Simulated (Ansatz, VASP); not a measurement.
# LiF in VASP and in Ansatz

File INCAR:

```
PREC = Accurate
ENCUT = 520
EDIFF = 1E-7
ISMEAR = -1
SIGMA = 0.02
LREAL = F
LASPH = T
NELM = 100
ALGO = Normal
ISIF = 2
LWAVE = F
LCHARG = F
GGA = PE
NBANDS = 18
```

File KPOINTS:

```
regular mesh
0
Gamma
  12 12 6
```

File POSCAR:

```
LiF
1.0
    3.3637219212      0.0000000000      0.0000000000
   -1.6818609606      2.9130686350      0.0000000000
    0.0000000000      0.0000000000      3.9348264777
Li F
2 2
Direct
    0.3333333333      0.6666666667      0.2500000000
    0.6666666667      0.3333333333      0.7500000000
    0.6666666667      0.3333333333      0.2500000000
    0.3333333333      0.6666666667      0.7500000000
```

Input for Ansatz:

```yaml
crystal:
  lattice:
    - [3.3637219212, 0.0, 0.0]
    - [-1.6818609606, 2.913068635, 0.0]
    - [0.0, 0.0, 3.9348264777]
  atoms:
    - { symbol: Li, position: [0.3333333333, 0.6666666667, 0.25] }
    - { symbol: Li, position: [0.6666666667, 0.3333333333, 0.75] }
    - { symbol: F, position: [0.6666666667, 0.3333333333, 0.25] }
    - { symbol: F, position: [0.3333333333, 0.6666666667, 0.75] }
kpoints:
  mp_grid: { grid: [12, 12, 6] }
  band_path:
    path:
      - [0.0, 0.0, 0.0]
      - [0.5, 0.0, 0.0]
      - [0.3333333333, 0.3333333333, 0.0]
      - [0.0, 0.0, 0.5]
      - [0.5, 0.0, 0.5]
      - [0.3333333333, 0.3333333333, 0.5]
    npoints: 1
hamiltonian:
  xc: pbe
scf:
  occupations: { method: fermi_dirac, width: 0.02 }
  n_extra_bands: 5
output:
  forces: true
  stress: true
  eigenvalues: true
```

Change from the starting cell: epitaxial_xy strain +2.5%.

Alike in both runs: task single point; functional PBE; k mesh 12 × 12 × 6; occupations fermi-dirac, width 0.02 eV; no spin polarisation.

|  | VASP | Ansatz |
| --- | --- | --- |
| version | VASP 6.6.1 | Ansatz 0.2.0 |
| potentials or method | VASP PAW PBE potentials, release 64 (Li_sv, F) | plane waves, PAW |
| plane-wave cutoff (eV) | 520 | 420 |
| valence electrons in the cell | 20 | 20 |

```tsv
	VASP	Ansatz	Ansatz less VASP
gap on the k mesh at the Fermi level (eV)	7.70	7.70	+0.007
```

The functional is the same, so the differences come from potentials, cutoffs and numerics.

Noted on VASP's run: the cutoff is under 1.25 times that of the potentials, so the pressure is a little rough.
